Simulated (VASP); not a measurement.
# C: single point with PBE+D4

Crystal: C.

```
CELL_PARAMETERS angstrom
-1.18742 1.18742 1.18742
1.18742 -1.18742 1.18742
1.18742 1.18742 -1.18742
ATOMIC_POSITIONS crystal
C 0.00000 0.00000 0.00000
```

```yaml
Program: VASP 6.6.1
Task: single point
Functional: PBE
Dispersion: D4
Potentials_or_basis: VASP PAW PBE potentials, release 64 (C)
Cutoff: 520 eV
k_mesh: 16 × 16 × 16
Occupations: fermi-dirac, width 0.03 eV
Spin: no spin polarisation
Dipole_correction: no
Further_INCAR_settings: ALGO = Normal; EDIFF = 1e-06; NBANDS = 8
```

* Pressure: 0.1 GPa
* Band gap on the k mesh: zero (band 2 reaches 17.52 eV, above the bottom of band 3 at 3.60 eV)
* Dispersion energy per atom: -0.229 eV

Levels at points of the mesh, in eV from the Fermi level:
```tsv
k point	band 1	band 2	band 3	band 4	band 5	band 6
(0.00, 0.00, 0.00)	-19.58	9.05	9.05	9.05	33.19	33.19
(0.50, 0.00, 0.00)	-8.82	-8.59	4.42	7.65	21.64	22.80
(0.50, 0.50, 0.50)	-1.55	-1.55	-1.55	0.55	11.98	11.98
```

It took 4.2 s on 1 thread of Intel(R) Xeon(R) Platinum 8488C (Sapphire Rapids) (shared host), peak memory 0.11 GiB.

Caveat: pairwise dispersion overbinds metals, which lowers pressure and volume.
